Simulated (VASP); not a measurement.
**Sn: single point with r2SCAN+D3(BJ)**

The system is Sn.

```
Sn
1.0
     0.00000    3.23334    3.23334
     3.23334    0.00000    3.23334
     3.23334    3.23334    0.00000
Sn
2
Direct
  0.75000 0.75000 0.75000
  0.50000 0.50000 0.50000
```

| Item | Value |
| --- | --- |
| Program | VASP 6.6.1 |
| Task | single point |
| Functional | r2SCAN |
| Dispersion | D3(BJ) |
| Potentials or basis | VASP PAW PBE potentials, release 64 (Sn_d) |
| Cutoff | 520 eV |
| k mesh | 7 × 7 × 7 |
| Occupations | fermi-dirac, width 0.05 eV |
| Spin | no spin polarisation |
| Dipole correction | no |
| Further INCAR settings | ALGO = Normal; EDIFF = 1e-06; NBANDS = 21 |

```json
{
 "Pressure": "1.5 GPa",
 "Band gap on the k mesh": "zero (filled and empty bands touch)",
 "Dispersion energy per atom": "-0.148 eV"
}
```

Levels at points of the mesh, in eV from the Fermi level:
| k point | band 10 | band 11 | band 12 | band 13 | band 14 | band 15 | band 16 | band 17 | band 18 | band 19 |
| --- | --- | --- | --- | --- | --- | --- | --- | --- | --- | --- |
| (0.00, 0.00, 0.00) | -22.03 | -11.23 | -0.30 | -0.02 | -0.02 | -0.02 | 2.20 | 2.20 | 2.20 | 5.39 |

It took 88 s on 1 thread of AMD EPYC 7R13 Processor (Zen 3), on a shared host, peak memory 0.19 GiB.

Caveat: the PAW data sets were made with another functional, which shifts forces and pressure a little; spin-orbit coupling is left out, which moves the levels of the heavy elements; pairwise dispersion overbinds metals, which lowers pressure and volume.
